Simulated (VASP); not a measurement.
Wanted: the native input for a VASP 6.6.1 run.

| Property | Result |
| --- | --- |
| Task | single point |
| Functional | PBE |
| Potentials or basis | VASP PAW PBE potentials, release 64 (Ti_sv, H) |
| Cutoff | 520 eV |
| k mesh | 8 × 8 × 1 |
| Occupations | gaussian, width 0.1 eV |
| Spin | no spin polarisation |
| Dipole correction | yes |
| Further INCAR settings | ALGO = Normal; EDIFF = 1e-07; NBANDS = 32 |

The structure of Ti4H lies in POSCAR:

```
Ti4H
1.0
    3.2553359259      0.0000000000      0.0000000000
    0.0000000000      3.2553359259      0.0000000000
    0.0000000000      0.0000000000     20.1793674375
Ti H
4 1
Direct
    0.5000000000      0.5000000000      0.1982222690
    0.0000000000      0.0000000000      0.2788822782
    0.5000000000      0.5000000000      0.3551865247
    0.0000000000      0.0000000000      0.4301109767
    0.3750000000      0.5000000000      0.4506602311
```

The input as run:

INCAR

```
PREC     = Accurate       # precision mode
ENCUT    = 520            # plane-wave cutoff, eV
EDIFF    = 1E-7           # SCF threshold, eV
ISMEAR   = 0              # smearing method
SIGMA    = 0.1            # smearing width, eV
LREAL    = F              # projectors in reciprocal space
LASPH    = T              # aspherical terms in the spheres
NELM     = 80             # most SCF steps
ALGO     = Normal         # electronic algorithm
ISIF     = 2              # what is computed and relaxed
LWAVE    = F              # write WAVECAR
LCHARG   = F              # write CHGCAR
LDIPOL   = T            
IDIPOL   = 3            
DIPOL    = 0.5 0.5 0.343
GGA      = PE             # functional
NBANDS   = 32             # bands
```

KPOINTS

```
Automatic mesh
0
Gamma
  8 8 1
```

Potentials or basis: VASP PAW PBE potentials, release 64 (Ti_sv, H).

Launch:

```sh
$ cat potpaw_PBE.64/Ti_sv/POTCAR potpaw_PBE.64/H/POTCAR > POTCAR
$ mpirun -np 1 vasp_std > vasp.out
```

It gave:

| Quantity | Value |
| --- | --- |
| Largest force | 0.644 eV/Å |

Run time: 4 min on 1 thread of Intel(R) Xeon(R) Platinum 8488C (Sapphire Rapids), on a shared host, peak memory 0.35 GiB.
